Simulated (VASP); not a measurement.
A run of VASP 6.6.1:

Contents of INCAR:

```
SYSTEM = ZrTaS3
  PREC = Accurate
  ENCUT = 520
  EDIFF = 1E-6
  ISMEAR = 0
  SIGMA = 0.1
  LREAL = .FALSE.
  LASPH = .TRUE.
  NELM = 150
  ALGO = Normal
  ISIF = 2
  LWAVE = .FALSE.
  LCHARG = .FALSE.
  ISPIN = 2
  MAGMOM = 0 2.68 0 0 0
  LORBIT = 11
  LMAXMIX = 4
  GGA = PE
  NBANDS = 32
```

The input KPOINTS:

```
Automatic mesh
0
G
  8 8 8
  0 0 0
```

The input POSCAR:

```
ZrTaS3
1.0
    4.8866488976      0.0000000000      0.0000000000
    0.0000000000      4.8866488976      0.0000000000
    0.0000000000      0.0000000000      4.8866488976
Zr Ta S
1 1 3
Direct
    0.0000000000      0.0000000000      0.0000000000
    0.5000000000      0.5000000000      0.5000000000
    0.5000000000      0.0000000000      0.0000000000
    0.0000000000      0.5000000000      0.0000000000
    0.0000000000      0.0000000000      0.5000000000
```

Potentials or basis: VASP PAW PBE potentials, release 64 (Zr_sv, Ta_pv, S).

Command:

```sh
$ cat potpaw_PBE.64/Zr_sv/POTCAR potpaw_PBE.64/Ta_pv/POTCAR potpaw_PBE.64/S/POTCAR > POTCAR
$ mpirun -np 1 vasp_std > vasp.out
```

Hardware: 1 thread of AMD EPYC 7R13 (shared host).

Problem. How long does it take, and how much memory?

Solution. Wall time 3.4 min on 1 thread of AMD EPYC 7R13 (shared host), peak memory 0.38 GiB. Counts: scf iterations 15, k points 35.
